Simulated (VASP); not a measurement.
A run of VASP 6.6.1:

INCAR

```
PREC = Accurate
ENCUT = 520
EDIFF = 1E-7
ISMEAR = 0
SIGMA = 0.05
LREAL = F
LASPH = T
NELM = 60
ALGO = Normal
ISIF = 2
LWAVE = F
LCHARG = F
GGA = PE
NBANDS = 33
```

Contents of KPOINTS:

```
Automatic mesh
0
Gamma
  8 8 10
```

Contents of POSCAR:

```
TiO2
1.0
    4.9015308758      0.0000000000      0.0000000000
    0.0000000000      4.9015308758      0.0000000000
    0.0000000000      0.0000000000      2.6596698171
Ti O
2 4
Direct
    0.0000000000      0.0000000000      0.0000000000
    0.5000000000      0.5000000000      0.5000000000
    0.3051105247      0.3051105247      0.0000000000
    0.1948894753      0.8051105247      0.5000000000
    0.6948894753      0.6948894753      0.0000000000
    0.8051105247      0.1948894753      0.5000000000
```

Potentials or basis: VASP PAW PBE potentials, release 64 (Ti_sv, O).

The run is started by

```console
$ cat potpaw_PBE.64/Ti_sv/POTCAR potpaw_PBE.64/O/POTCAR > POTCAR
$ mpirun -np 1 vasp_std > vasp.out
```

Hardware: 1 thread of Intel Xeon 8259CL, with other jobs on the host.

**Question.** Estimate the wall time of this run.

**Answer.** Wall time 2.7 min on 1 thread of Intel Xeon 8259CL, with other jobs on the host, peak memory 0.27 GiB. Counts: scf iterations 17, k points 90.
